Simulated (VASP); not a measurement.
CdSe:

```
Cd Se
1.0
     4.30000    0.00000    0.00000
    -2.15000    3.72391    0.00000
     0.00000    0.00000    7.02000
Cd Se
2 2
Direct
  0.66667 0.33333 0.50000
  0.33333 0.66667 0.00000
  0.66667 0.33333 0.88500
  0.33333 0.66667 0.38500
```

| Property | Result |
| --- | --- |
| Program | VASP 6.6.1 |
| Task | relaxation of cell and atoms |
| Functional | RPBE |
| Dispersion | D4 |
| Potentials or basis | VASP PAW PBE potentials, release 64 (Cd, Se) |
| Cutoff | 600 eV |
| k mesh | 7 × 7 × 4 |
| Occupations | fermi-dirac, width 0.05 eV |
| Spin | no spin polarisation |

At the start: pressure 1.2 GPa; volume 28.10 Å³/atom.

Problem. Where does the relaxation end?

Solution. Over 10 steps the energy falls by 7.3 meV/atom and the volume is 28.75 Å³/atom (+2.3 %); space group P6_3mc (No. 186, to 0.1 Å) before and after.

The path:
| step | energy change (eV) | largest force (eV/Å) | pressure (GPa) | volume (Å³) |
| --- | --- | --- | --- | --- |
| 1 | 0.0000 | 0.2935 | 1.25 | 112.41 |
| 2 | -0.0257 | 0.0158 | -0.41 | 116.00 |
| 3 | -0.0268 | 0.0633 | -0.15 | 115.37 |
| 4 | -0.0276 | 0.0328 | 0.01 | 114.98 |
| 5 | -0.0276 | 0.0157 | 0.09 | 114.77 |
| 6 | -0.0283 | 0.0108 | 0.09 | 114.78 |
| 7 | -0.0293 | 0.0055 | 0.08 | 114.81 |
| 8 | -0.0293 | 0.0095 | 0.08 | 114.81 |
| 9 | -0.0292 | 0.0089 | -0.10 | 115.25 |
| 10 | -0.0293 | 0.0016 | 0.00 | 115.00 |

Final structure:
```
CELL_PARAMETERS angstrom
4.33648 0.00000 0.00000
-2.16824 3.75550 0.00000
0.00000 0.00000 7.06134
ATOMIC_POSITIONS crystal
Cd 0.66667 0.33333 0.50439
Cd 0.33333 0.66667 0.00439
Se 0.66667 0.33333 0.88061
Se 0.33333 0.66667 0.38061
```

Caveat: the PAW data sets were made with another functional, which shifts forces and pressure a little.
